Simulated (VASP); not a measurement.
Crystal: MnSb.

```
Sb Mn
1.0
     4.15000    0.00000    0.00000
    -2.07500    3.59401    0.00000
     0.00000    0.00000    5.78000
Sb Mn
2 2
Cartesian
  2.0750 1.1980 4.3350
  0.0000 2.3960 1.4450
  0.0000 0.0000 2.8900
  0.0000 0.0000 0.0000
```

Base run:

```yaml
Program: VASP 6.6.1
Functional: LDA
Potentials_or_basis: VASP PAW LDA potentials, release 64 (Sb, Mn_pv)
Cutoff: 520 eV
k_mesh: 7 × 7 × 5
Occupations: fermi-dirac, width 0.05 eV
Spin: collinear spin, ferromagnetic start
Starting_moments: "[0.0, 0.0, 4.0, 4.0] μB"
```

Its results: pressure -11.2 GPa; net moment 6.38 μB per cell; site moments Sb -0.10; Mn +3.19 μB.

**Question.** The run is repeated on the same cell with these changes: hubbard terms from none to Mn d U = 4.5 eV. What comes out?

**Answer.** Pressure 1.4 GPa; net moment 8.05 μB per cell; site moments Sb -0.18; Mn +4.16 μB.

Caveats: only a ferromagnetic start was run, and an antiferromagnetic order may lie lower in energy; the U is typed as a test and isn't derived for this compound (some runs).
